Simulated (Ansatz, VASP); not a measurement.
## SrO: VASP beside Ansatz

File POSCAR:

```
SrO
1.0
    0.0000000000      2.5798927168      2.5798927168
    2.5798927168      0.0000000000      2.5798927168
    2.5798927168      2.5798927168      0.0000000000
Sr O
1 1
Direct
    0.5000000000      0.5000000000      0.5000000000
    0.0000000000      0.0000000000      0.0000000000
```

The input INCAR.step1:

```
SYSTEM = SrO
PREC = Accurate
ENCUT = 520
ISMEAR = 0
SIGMA = 0.01
LREAL = .FALSE.
LASPH = .TRUE.
NELM = 80
NBANDS = 15
GGA = PE
ALGO = Normal
EDIFF = 1E-4
LWAVE = .TRUE.
LCHARG = .FALSE.
```

The input INCAR.step2:

```
SYSTEM = SrO
PREC = Accurate
ENCUT = 520
EDIFF = 1E-6
ISMEAR = 0
SIGMA = 0.01
LREAL = .FALSE.
LASPH = .TRUE.
NELM = 80
ALGO = Normal
ISIF = 2
LWAVE = .FALSE.
LCHARG = .TRUE.
METAGGA = R2SCAN
LMIXTAU = .TRUE.
LELF = .TRUE.
LVHAR = .TRUE.
NBANDS = 15
ISTART = 1
```

KPOINTS

```
regular mesh
0
G
  8 8 8
  0 0 0
```

Input for Ansatz:

```yaml
crystal:
  lattice:
    - [0.0, 2.5798927168, 2.5798927168]
    - [2.5798927168, 0.0, 2.5798927168]
    - [2.5798927168, 2.5798927168, 0.0]
  atoms:
    - { symbol: Sr, position: [0.5, 0.5, 0.5] }
    - { symbol: O, position: [0.0, 0.0, 0.0] }
kpoints:
  mp_grid: { grid: [8, 8, 8] }
  band_path:
    path:
      - [0.0, 0.0, 0.0]
      - [0.5, 0.0, 0.5]
      - [0.625, 0.25, 0.625]
      - [0.375, 0.375, 0.75]
      - [0.5, 0.5, 0.5]
      - [0.5, 0.25, 0.75]
      - [0.0, 0.5, 0.5]
    npoints: 1
hamiltonian:
  xc: r2scan
scf:
  occupations: { method: fixed }
  n_extra_bands: 4
output:
  forces: true
  stress: true
  eigenvalues: true
```

Alike in both runs: task single point; functional r2SCAN; k mesh 8 × 8 × 8; no spin polarisation.

|  | VASP | Ansatz |
| --- | --- | --- |
| version | VASP 6.6.1 | Ansatz 0.2.0 |
| potentials or method | VASP PAW PBE potentials, release 64 (Sr_sv, O) | plane waves, PAW |
| plane-wave cutoff (eV) | 520 | 500 |
| occupations | gaussian, width 0.01 eV | fixed |
| valence electrons in the cell | 16 | 16 |

Ansatz gave:

- gap on the k mesh at the Fermi level (eV): 3.80
- pressure (GPa): 0.0

Question: Estimate VASP's values.

Answer: gap on the k mesh at the Fermi level (eV): 3.75; pressure (GPa): 0.5.

VASP's potentials were made for PBE, not for r2SCAN.
